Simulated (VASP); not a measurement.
# Ga (I4/mmm) in VASP: a series of runs

Ga is run at these levels: HSE06, PBE0; tasks: single point.

Program: VASP 6.6.1. These are calculated values, not measurements. Logs are shortened: lines on timing, memory, paths and dates and some standing lists are left out, and cuts for length are marked.

### Step 1. The cell of the first run

Symmetry: I4/mmm, No. 139, tetragonal system. Conventional cell: a = 2.823 Å, b = 2.823 Å, c = 4.713 Å, α = 90.00°, β = 90.00°, γ = 90.00°. Ga (site symmetry 4/mmm) has 12 Ga at 2.82 to 3.09 Å within 3.7 Å.

### Step 2. Single point, HSE06

POSCAR

```
Ga
1.0
   -1.4115506858      1.4115506858      2.3565534592
    1.4115506858     -1.4115506858      2.3565534592
    1.4115506858      1.4115506858     -2.3565534592
Ga
1
Direct
    0.0000000000      0.0000000000      0.0000000000
```

INCAR.step1

```
PREC = Accurate
ENCUT = 520
EDIFF = 1E-5
ISMEAR = -1
SIGMA = 0.05
LREAL = False
LASPH = True
NELM = 60
ALGO = Normal
ISIF = 2
LWAVE = True
LCHARG = False
NBANDS = 12
GGA = PE
KPAR = 4
```

INCAR.step2

```
PREC = Accurate
ENCUT = 520
EDIFF = 1E-6
ISMEAR = -1
SIGMA = 0.05
LREAL = False
LASPH = True
NELM = 60
ALGO = Normal
ISIF = 2
LWAVE = False
LCHARG = False
GGA = PE
LHFCALC = True
HFSCREEN = 0.2079
PRECFOCK = Normal
NBANDS = 12
ISTART = 1
KPAR = 4
```

KPOINTS

```
regular mesh
0
Gamma
  8 8 8
```

Potentials or basis: VASP PAW PBE potentials, release 64 (Ga_d).

Run with:

```bash
$ cat potpaw_PBE.64/Ga_d/POTCAR > POTCAR
$ cp INCAR.step1 INCAR
$ mpirun -np 4 vasp_std > vasp.out
$ cp INCAR.step2 INCAR
$ mpirun -np 4 vasp_std > vasp.out
```

OUTCAR:

```text
PREC = Accurate
   ENCUT = 520
   EDIFF = 1E-6
   ISMEAR = -1
   LREAL = False
   LASPH = True
   NELM = 60
   ISIF = 2
   GGA = PE
   LHFCALC = True
   HFSCREEN = 0.2079
   PRECFOCK = Normal
   ISTART = 1

 ion  position               nearest neighbor table
   1  0.000  0.000  0.000-

  LATTYP: Found a body centered tetragonal cell.
 ALAT       =     2.8231013716
 C/A-ratio  =     1.6694784558

  Lattice vectors:

 A1 = (  -1.4115506858,   1.4115506858,   2.3565534592)
 A2 = (   1.4115506858,  -1.4115506858,   2.3565534592)
 A3 = (   1.4115506858,   1.4115506858,  -2.3565534592)

Analysis of symmetry for initial positions (statically):
=====================================================================
 Subroutine PRICEL returns:
 Original cell was already a primitive cell.

 Routine SETGRP: Setting up the symmetry group for a
 body centered tetragonal supercell.

 Subroutine GETGRP returns: Found 16 space group operations
 (whereof 16 operations were pure point group operations)
 out of a pool of 16 trial point group operations.

The static configuration has the point symmetry D_4h.

Analysis of symmetry for dynamics (positions and initial velocities):
=====================================================================
 Subroutine PRICEL returns:
 Original cell was already a primitive cell.

 Routine SETGRP: Setting up the symmetry group for a
 body centered tetragonal supercell.

 Subroutine GETGRP returns: Found 16 space group operations
 (whereof 16 operations were pure point group operations)
 out of a pool of 16 trial point group operations.

The dynamic configuration has the point symmetry D_4h.

 Subroutine INISYM returns: Found 16 space group operations
 (whereof 16 operations are pure point group operations),
 and found     1 'primitive' translations

----------------------------------------------------------------------------------------

                                     Primitive cell

  volume of cell :      18.7815

  direct lattice vectors                    reciprocal lattice vectors
    -1.411550686  1.411550686  2.356553459     0.000000000  0.354220366  0.212174266
     1.411550686 -1.411550686  2.356553459     0.354220366  0.000000000  0.212174266
     1.411550686  1.411550686 -2.356553459     0.354220366  0.354220366  0.000000000

  length of vectors
     3.088413004  3.088413004  3.088413004     0.412904331  0.412904331  0.500943245

  position of ions in fractional coordinates (direct lattice)
     0.000000000  0.000000000  0.000000000

  ion indices of the primitive-cell ions
   primitive index   ion index
                 1           1

----------------------------------------------------------------------------------------

 KPOINTS: regular mesh

Automatic generation of k-mesh.
 Grid dimensions read from file:
 generate k-points for:    8    8    8

 Generating k-lattice:

  Cartesian coordinates                     Fractional coordinates (reciprocal lattice)
     0.000000000  0.044277546  0.026521783     0.125000000  0.000000000 -0.000000000
     0.044277546  0.000000000  0.026521783     0.000000000  0.125000000 -0.000000000
     0.044277546  0.044277546  0.000000000     0.000000000  0.000000000  0.125000000

  Length of vectors
     0.051613041  0.051613041  0.062617906

  Shift w.r.t. Gamma in fractional coordinates (k-lattice)
     0.000000000  0.000000000  0.000000000

 Subroutine IBZKPT returns following result:
 ===========================================

 Found     59 irreducible k-points:

 Following reciprocal coordinates:
            Coordinates               Weight
  0.000000  0.000000  0.000000      1.000000
  0.125000  0.000000 -0.000000      8.000000
  0.250000  0.000000 -0.000000      8.000000
  0.375000  0.000000  0.000000      8.000000
  0.500000  0.000000 -0.000000      4.000000
  0.125000  0.125000 -0.000000      8.000000
[... 16 lines left out ...]
  0.250000  0.125000  0.125000     16.000000
  0.375000  0.125000  0.125000      8.000000
 [... further k-points ...]
   k-points           NKPTS =     59   k-points in BZ     NKDIM =    512   number of bands    NBANDS=     12
   number of dos      NEDOS =    301   number of ions     NIONS =      1
   total plane-waves  NPLWV =  13824
   dimension x,y,z NGX =    24 NGY =   24 NGZ =   24
   dimension x,y,z NGXF=    48 NGYF=   48 NGZF=   48
   ions per type =               1
   NGX,Y,Z   is equivalent  to a cutoff of  12.92, 12.92, 12.92 a.u.
   NGXF,Y,Z  is equivalent  to a cutoff of  25.84, 25.84, 25.84 a.u.
 SYSTEM =  unknown system
   PREC   = accura    normal or accurate (medium, high low for compatibility)
   ISTART =      1    job   : 0-new  1-cont  2-samecut
   ICHARG =      0    charge: 1-file 2-atom 10-const
   ISPIN  =      1    spin polarized calculation?
   LNONCOLLINEAR =      F non collinear calculations
   LSORBIT =      F    spin-orbit coupling
   LASPH  =      T    aspherical Exc in radial PAW
   ENCUT  =  520.0 eV  38.22 Ry    6.18 a.u.   5.74  5.74  5.74*2*pi/ulx,y,z
   NELM   =     60;   NELMIN=  2; NELMDL=  0     # of ELM steps
   EDIFF  = 0.1E-05   stopping-criterion for ELM
   LREAL  =      F    real-space projection
   EDIFFG = 0.1E-04   stopping-criterion for IOM
   NSW    =      0    number of steps for IOM
   IBRION =     -1    ionic relax: 0-MD 1-quasi-New 2-CG
   NFREE  =      0    steps in history (QN), initial steepest desc. (CG)
   ISIF   =      2    stress and relaxation
   ISYM   =      3    0-nonsym 1-usesym 2-fastsym
   POTIM  = 0.5000    time-step for ionic-motion
   TEBEG  =    0.0;   TEEND  =   0.0 temperature during run
   PSTRESS=    0.0 pullay stress
   NELECT =      13.0000    total number of electrons
   NUPDOWN=      -1.0000    fix difference up-down
   EMIN   =  10.00;   EMAX   =-10.00  energy-range for DOS
   EFERMI =   0.00;   METHOD = LEGACY
   ISMEAR =    -1;   SIGMA  =   0.05  broadening in eV -4-tet -1-fermi 0-gaus
   EFERMI_NEDOS =   21; number of points for ismear=-14 and -15
   IALGO  =     38    algorithm
   IMIX   =      1    mixing-type and parameters
     AMIX     =   0.40;   BMIX     =  1.00
     AMIX_MAG =   1.60;   BMIX_MAG =  1.00
  volume/ion in A,a.u.               =      18.78       126.74
  Fermi-wavevector in a.u.,A,eV,Ry     =   1.448147  2.736600 28.533167  2.097129
  Thomas-Fermi vector in A             =   2.566021
   LORBIT       =      0    0 simple, 1 ext, 2 COOP (PROOUT), +10 PAW based schemes
   GGA     = PE    functional components
   LHFCALC =     T    Hartree Fock is set to
   PRECFOCK=normal    Normal, Fast or Accurate (Low or Medium for compatibility)
   ENCUT4O =  -1.0   cutoff for four orbital integrals eV
   NKREDX  =     1    reduce k-point grid by
   NKREDY  =     1    reduce k-point grid by
   NKREDZ  =     1    reduce k-point grid by
   AEXX    =    0.2500 exact exchange contribution
   HFSCREEN=    0.2079 screening length (either q_TF or 0.3 A-1)
   HFSCREENC=   0.2079 screening length for correlation (either q_TF or 0.3 A-1)
   ENCUTFOCK=  -1.0 apply spherical cutoff to Coloumb kernel
   IVDW    =     0    specifies the selected vdW correction
   LEPSILON=     F    determine dielectric tensor
   LRPA    =     F    only Hartree local field effects (RPA)
 non-spin polarized calculation
  energy-cutoff  :      520.00
  volume of cell :       18.78
 maximum number of plane-waves:       517
  NGX = 18; NGY = 18; NGZ = 18

 number of electron      13.0000002 magnetization

 Free energy of the ion-electron system (eV)
  ---------------------------------------------------
  ext. energy  EPLUGINS =         0.00000000
  ---------------------------------------------------
  free energy    TOTEN  =        -3.30210381 eV

  energy without entropy =       -3.30045299  energy(sigma->0) =       -3.30127840

 E-fermi :   5.7773     XC(G=0):  -9.0694

 val. band max:        5.7315627785   @ k =  -0.2500   0.5000   0.2500
 cond. band min:       5.8259194490   @ k =  -0.3750   0.3750   0.3750
 fundamental gap:      0.0943566705
 Fermi energy:         5.7772706751

 k-point     1 :       0.0000    0.0000    0.0000
  band No.  band energies     occupation
      1     -12.3539      2.00000
      2     -12.2157      2.00000
      3     -12.1855      2.00000
      4     -12.1855      2.00000
      5     -12.0458      2.00000
      6      -6.9411      2.00000
      7      18.7857      0.00000
      8      19.0797      0.00000
      9      19.0797      0.00000
     10      22.2737      0.00000
     11      22.6735      0.00000
     12      23.2304      0.00000

 k-point     2 :       0.1250    0.0000   -0.0000
  band No.  band energies     occupation
      1     -12.3320      2.00000
      2     -12.2136      2.00000
      3     -12.1855      2.00000
      4     -12.1720      2.00000
      5     -12.0574      2.00000
      6      -6.4846      2.00000
      7      15.1328      0.00000
      8      17.5375      0.00000
      9      18.7631      0.00000
     10      20.7762      0.00000
     11      21.9679      0.00000
     12      24.2729      0.00000

 k-point     3 :       0.2500    0.0000   -0.0000
  band No.  band energies     occupation
      1     -12.3071      2.00000
      2     -12.2479      2.00000
      3     -12.1513      2.00000
      4     -12.1240      2.00000
      5     -12.0734      2.00000
      6      -5.0971      2.00000
      7       9.7844      0.00000
      8      15.6895      0.00000
      9      18.4292      0.00000
     10      19.1892      0.00000
     11      21.5031      0.00000
     12      25.8037      0.00000
[... 286 lines left out ...]
 k-point    23 :       0.2500    0.1250    0.1250
  band No.  band energies     occupation
      1     -12.2644      2.00000
      2     -12.2184      2.00000
      3     -12.1849      2.00000
      4     -12.1149      2.00000
      5     -12.0312      2.00000
      6      -1.4012      2.00000
      7       6.1586      0.00097
      8      11.2097      0.00000
      9      14.1690      0.00000
     10      17.4957      0.00000
     11      19.1302      0.00000
     12      22.8224      0.00000

 k-point    24 :       0.3750    0.1250    0.1250
  band No.  band energies     occupation
      1     -12.2733      2.00000
      2     -12.2368      2.00000
      3     -12.1541      2.00000
      4     -12.1406      2.00000
      5     -11.9928      2.00000
      6       1.3829      2.00000
      7       2.5152      2.00000
      8      11.9163      0.00000
      9      12.7494      0.00000
     10      16.9794      0.00000
     11      18.8521      0.00000
     12      26.6552      0.00000

 [... further k-points ...]
[... 5 lines left out ...]
  --------------------------------------------------------------------------------------
  -------------------------------------------------------------------------------------
  Total       -0.1505005     -0.1505005      0.0243253      0.0000000      0.0000000      0.0000000
  in kB      -12.8386147    -12.8386147      2.0750951      0.0000000      0.0000000      0.0000000
  external PRESSURE =      -7.8673781 kB  Pullay stress =       0.0000000 kB

 VOLUME and BASIS-vectors are now :
 -----------------------------------------------------------------------------
  energy-cutoff  :      520.00
  volume of cell :       18.78
      direct lattice vectors                 reciprocal lattice vectors
    -1.411550686  1.411550686  2.356553459     0.000000000  0.354220366  0.212174266
     1.411550686 -1.411550686  2.356553459     0.354220366  0.000000000  0.212174266
     1.411550686  1.411550686 -2.356553459     0.354220366  0.354220366  0.000000000

 POSITION                                       TOTAL-FORCE (eV/Angst)
 -----------------------------------------------------------------------------------
      0.00000      0.00000      0.00000         0.000000      0.000000     -0.000000
 -----------------------------------------------------------------------------------
    total drift:                               -0.000000      0.000000      0.000000

  FREE ENERGIE OF THE ION-ELECTRON SYSTEM (eV)
  ---------------------------------------------------
  free  energy   TOTEN  =        -3.3021038100 eV

  energy  without entropy=       -3.3004529910  energy(sigma->0) =       -3.30127840
```

Run time: 43 min. Hardware: 4 MPI ranks of AMD EPYC 7R43 (Zen 3), shared host; peak memory 0.21 GiB.

Results:

* Free energy: -3.3021 eV
* Pressure: -0.8 GPa
* Band gap on the k mesh: zero (an odd number of electrons rules out a gap without spin polarisation)

Levels at points of the mesh, in eV from the Fermi level:
```
           k point  band 3  band 4  band 5  band 6  band 7  band 8  band 9  band 10
(0.00, 0.00, 0.00)  -17.96  -17.96  -17.82  -12.72   13.01   13.30   13.30    16.50
(0.50, 0.00, 0.00)  -17.95  -17.82  -17.77   -5.66   -4.70    8.21   12.01    12.85
(0.50, 0.50, 0.00)  -17.84  -17.82  -17.69   -2.32   -1.27    3.89    5.34     8.02
(0.50, 0.50, 0.50)  -17.79  -17.79  -17.78   -5.22   -4.39    7.47    7.47    10.44
```

Caveat: the PAW data sets were made with another functional, which shifts forces and pressure a little.

### Step 3. Single point, PBE0

This run uses another cell than the first one, of 17.36 Å³/atom.

POSCAR

```
Ga
1.0
   -1.3751071731      1.3751071731      2.2957117997
    1.3751071731     -1.3751071731      2.2957117997
    1.3751071731      1.3751071731     -2.2957117997
Ga
1
Direct
    0.0000000000      0.0000000000      0.0000000000
```

INCAR.step1

```
ALGO     = Normal         # electronic algorithm
EDIFF    = 1E-5           # SCF threshold, eV
ENCUT    = 520            # plane-wave cutoff, eV
GGA      = PE             # functional
ISIF     = 2              # what is computed and relaxed
ISMEAR   = -1             # smearing method
LASPH    = T              # aspherical terms in the spheres
LCHARG   = F              # write CHGCAR
LREAL    = F              # projectors in reciprocal space
LWAVE    = T              # write WAVECAR
NBANDS   = 12             # bands
NELM     = 100            # most SCF steps
PREC     = Accurate       # precision mode
SIGMA    = 0.05           # smearing width, eV
```

INCAR.step2

```
AEXX     = 0.25           # exact-exchange fraction
ALGO     = Normal         # electronic algorithm
EDIFF    = 1E-6           # SCF threshold, eV
ENCUT    = 520            # plane-wave cutoff, eV
GGA      = PE             # functional
ISIF     = 2              # what is computed and relaxed
ISMEAR   = -1             # smearing method
ISTART   = 1            
LASPH    = T              # aspherical terms in the spheres
LCHARG   = F              # write CHGCAR
LHFCALC  = T              # exact exchange
LREAL    = F              # projectors in reciprocal space
LWAVE    = F              # write WAVECAR
NBANDS   = 12             # bands
NELM     = 100            # most SCF steps
PREC     = Accurate       # precision mode
PRECFOCK = Normal       
SIGMA    = 0.05           # smearing width, eV
```

KPOINTS

```
k-points
0
Gamma
  6 6 6
```

Potentials or basis: VASP PAW PBE potentials, release 64 (Ga_d).

Run with:

```bash
$ cat potpaw_PBE.64/Ga_d/POTCAR > POTCAR
$ cp INCAR.step1 INCAR
$ mpirun -np 1 vasp_std > vasp.out
$ cp INCAR.step2 INCAR
$ mpirun -np 1 vasp_std > vasp.out
```

OUTCAR:

```text
AEXX = 0.25
   EDIFF = 1E-6
   ENCUT = 520
   GGA = PE
   ISIF = 2
   ISMEAR = -1
   ISTART = 1
   LASPH = T
   LHFCALC = T
   LREAL = F
   NELM = 100
   PREC = Accurate
   PRECFOCK = Normal

 ion  position               nearest neighbor table
   1  0.000  0.000  0.000-

  LATTYP: Found a body centered tetragonal cell.
 ALAT       =     2.7502143462
 C/A-ratio  =     1.6694784556

  Lattice vectors:

 A1 = (  -1.3751071731,   1.3751071731,   2.2957117997)
 A2 = (   1.3751071731,  -1.3751071731,   2.2957117997)
 A3 = (   1.3751071731,   1.3751071731,  -2.2957117997)

Analysis of symmetry for initial positions (statically):
=====================================================================
 Subroutine PRICEL returns:
 Original cell was already a primitive cell.

 Routine SETGRP: Setting up the symmetry group for a
 body centered tetragonal supercell.

 Subroutine GETGRP returns: Found 16 space group operations
 (whereof 16 operations were pure point group operations)
 out of a pool of 16 trial point group operations.

The static configuration has the point symmetry D_4h.

Analysis of symmetry for dynamics (positions and initial velocities):
[... 168 lines left out ...]
 cond. band min:       6.6149283396   @ k =   0.3333   0.3333   0.0000
 fundamental gap:      0.6618918094
 Fermi energy:         6.5176442617

 k-point     1 :       0.0000    0.0000    0.0000
  band No.  band energies     occupation
      1     -12.0890      2.00000
      2     -11.9182      2.00000
      3     -11.8819      2.00000
      4     -11.8819      2.00000
      5     -11.7119      2.00000
      6      -7.3119      2.00000
      7      20.9623      0.00000
      8      21.1685      0.00000
      9      21.1685      0.00000
     10      24.2497      0.00000
     11      24.3042      0.00000
     12      25.1617      0.00000
[... 331 lines left out ...]
 k-point    24 :      -0.1667   -0.3333    0.1667
  band No.  band energies     occupation
      1     -12.0999      2.00000
      2     -11.9695      2.00000
      3     -11.8100      2.00000
      4     -11.7936      2.00000
      5     -11.6996      2.00000
      6      -4.5917      2.00000
      7      11.3405      0.00000
      8      12.8699      0.00000
      9      17.4502      0.00000
     10      20.3584      0.00000
     11      25.2336      0.00000
     12      27.9495      0.00000

 [... further k-points ...]
[... 5 lines left out ...]
  --------------------------------------------------------------------------------------
  -------------------------------------------------------------------------------------
  Total        0.9987462      0.9987462     -0.5382123      0.0000000      0.0000000      0.0000000
  in kB       92.1542286     92.1542286    -49.6608062      0.0000000      0.0000000      0.0000000
  external PRESSURE =      44.8825504 kB  Pullay stress =       0.0000000 kB

 VOLUME and BASIS-vectors are now :
 -----------------------------------------------------------------------------
  energy-cutoff  :      520.00
  volume of cell :       17.36
      direct lattice vectors                 reciprocal lattice vectors
    -1.375107173  1.375107173  2.295711800     0.000000000  0.363608023  0.217797373
     1.375107173 -1.375107173  2.295711800     0.363608023  0.000000000  0.217797373
     1.375107173  1.375107173 -2.295711800     0.363608023  0.363608023  0.000000000

 POSITION                                       TOTAL-FORCE (eV/Angst)
 -----------------------------------------------------------------------------------
      0.00000      0.00000      0.00000        -0.000000     -0.000000     -0.000000
 -----------------------------------------------------------------------------------
    total drift:                               -0.000000      0.000000      0.000000

  FREE ENERGIE OF THE ION-ELECTRON SYSTEM (eV)
  ---------------------------------------------------
  free  energy   TOTEN  =        -3.5922372239 eV

  energy  without entropy=       -3.5908404570  energy(sigma->0) =       -3.59153884
```

Run time: 35 min. Hardware: 1 thread of Intel Xeon Platinum 8259CL at 2.50GHz (Skylake/Cascade Lake), shared host; peak memory 0.15 GiB.

Results:

```
Free energy            : -3.5922 eV
Pressure               : 4.5 GPa
Band gap on the k mesh : zero (an odd number of electrons rules out a gap without spin polarisation)
```

Stress tensor (GPa, compression positive):
```
 9.22  0.00  0.00
 0.00  9.22  0.00
 0.00  0.00 -4.97
```

Levels at points of the mesh, in eV from the Fermi level:
```
           k point  band 4  band 5  band 6  band 7  band 8  band 9
(0.00, 0.00, 0.00)  -18.40  -18.23  -13.83   14.44   14.65   14.65
(0.50, 0.00, 0.00)  -18.23  -18.17   -6.14   -5.55    9.15   13.02
(0.50, 0.50, 0.00)  -18.22  -18.08   -2.92   -1.35    4.57    6.01
(0.50, 0.50, 0.50)  -18.19  -18.18   -5.63   -5.20    8.26    8.26
```

Caveat: the k points lie up to 0.44 Å⁻¹ apart, too coarse for converged energies and pressures of a metal; the PAW data sets were made with another functional, which shifts forces and pressure a little.

(Part 1 of 2 ends here.)

The gap in the log of VASP goes by the Fermi energy; the results here count the filled bands.